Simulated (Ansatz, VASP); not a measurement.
Two plane-wave programs on Ta

The input INCAR:

```
SYSTEM = Ta
PREC = Accurate ; ENCUT = 520
EDIFF = 1E-6 ; ISMEAR = -1
SIGMA = 0.1 ; LREAL = .False.
LASPH = .True. ; NELM = 60
ALGO = Normal ; ISIF = 2
LWAVE = .False. ; LCHARG = .False.
GGA = PS ; NBANDS = 18
```

The input KPOINTS:

```
Automatic mesh
0
Gamma
  10 10 10
  0 0 0
```

The input POSCAR:

```
Ta
1.0
    0.0000000000      2.9200375495      2.9200375495
    2.9200375495      0.0000000000      2.9200375495
    2.9200375495      2.9200375495      0.0000000000
Ta
2
Direct
    0.1250000000      0.1250000000      0.1250000000
    0.8750000000      0.8750000000      0.8750000000
```

Input for Ansatz:

```yaml
crystal:
  lattice:
    - [0.0, 2.9200375495, 2.9200375495]
    - [2.9200375495, 0.0, 2.9200375495]
    - [2.9200375495, 2.9200375495, 0.0]
  atoms:
    - { symbol: Ta, position: [0.125, 0.125, 0.125] }
    - { symbol: Ta, position: [0.875, 0.875, 0.875] }
hamiltonian:
  xc: pbesol
  pseudopotentials:
    kind: paw
    azcp:
      Ta: "pseudopotentials/Ta.paw.azcp"
basis:
  ecutwfc: 420
  fft_grid_basis: typed
kpoints:
  mp_grid: { grid: [10, 10, 10], shift: [0, 0, 0] }
magnetization:
  spin_polarized: false
scf:
  occupations: { method: fermi_dirac, width: 0.1 }
  lower_state_search: "off"
output:
  stress: true
```

Alike in both runs: task single point; functional PBEsol; k mesh 10 × 10 × 10; occupations fermi-dirac, width 0.1 eV; no spin polarisation.

|  | VASP | Ansatz |
| --- | --- | --- |
| version | VASP 6.6.1 | Ansatz 0.2.0 |
| potentials or method | VASP PAW PBE potentials, release 64 (Ta_pv), cutoff 520 eV | plane waves (420 eV) with PAW, scalar-relativistic |
| valence electrons in the cell | 22 | 26 |

|  | VASP | Ansatz | Ansatz less VASP |
| --- | --- | --- | --- |
| pressure (GPa) | 7.5 | 7.2 | -0.28 |

VASP's potentials were made for PBE, not for PBEsol, and Ansatz warns of the same on its side. VASP's potentials hold 22 valence electrons a cell and Ansatz's 26, so a difference there can come from the potentials and not from the codes.

Spin-orbit coupling is off throughout.
